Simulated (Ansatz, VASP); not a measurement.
**One calculation of MgO, two programs**

```
Mg O
1.0
     0.00000    2.10217    2.10217
     2.10217    0.00000    2.10217
     2.10217    2.10217    0.00000
Mg O
1 1
Cartesian
  0.0000 0.0000 0.0000
  2.1022 2.1022 2.1022
```

Alike in both runs: task single point; functional r2SCAN; k mesh 10 × 10 × 10; no spin polarisation.

|  | VASP | Ansatz |
| --- | --- | --- |
| version | VASP 6.6.1 | Ansatz 0.2.0 |
| potentials or method | VASP PAW PBE potentials, release 64 (Mg_sv, O) | plane waves, PAW |
| plane-wave cutoff (eV) | 750 | 500 |
| occupations | gaussian, width 0.01 eV | fixed |
| valence electrons in the cell | 16 | 16 |

VASP gave:

```
gap on the k mesh at the Fermi level (eV) : 5.70
pressure (GPa)                            : 0.0
```

Estimate Ansatz's values.

gap on the k mesh at the Fermi level (eV): 5.68; pressure (GPa): 0.0.

VASP's potentials were made for PBE, not for r2SCAN.
